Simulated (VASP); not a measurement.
A run of VASP 6.6.1 is set up as follows.

The input INCAR:

```
SYSTEM = AlSi2Cl
PREC = Accurate
ENCUT = 520
EDIFF = 1E-7
ISMEAR = -1
SIGMA = 0.05
LREAL = .FALSE.
LASPH = .TRUE.
NELM = 80
ALGO = Normal
ISIF = 2
LWAVE = .FALSE.
LCHARG = .FALSE.
GGA = PE
NBANDS = 17
```

The input KPOINTS:

```
regular mesh
0
G
  8 8 6
  0 0 0
```

The input POSCAR:

```
AlSi2Cl
1.0
    3.8028207600      0.0000000000      0.0000000000
   -1.9014103800      3.2933393800      0.0000000000
    0.0000000000      0.0000000000      4.9898621600
Al Si Cl
1 2 1
Direct
    0.6666666700      0.3333333300      0.5000000000
    0.0000000000      0.0000000000      0.7468175900
    0.0000000000      0.0000000000      0.2531824100
    0.3333333300      0.6666666700      0.0000000000
```

Potentials or basis: VASP PAW PBE potentials, release 64 (Al, Si, Cl).

The run is started by

```sh
$ cat potpaw_PBE.64/Al/POTCAR potpaw_PBE.64/Si/POTCAR potpaw_PBE.64/Cl/POTCAR > POTCAR
$ mpirun -np 1 vasp_std > vasp.out
```

(1) Predict the band gap on the k mesh.

(2) Predict the pressure.

Results:

(1) zero (band 9 reaches 8.68 eV, above the bottom of band 10 at 7.89 eV).

(2) 21.3 GPa.
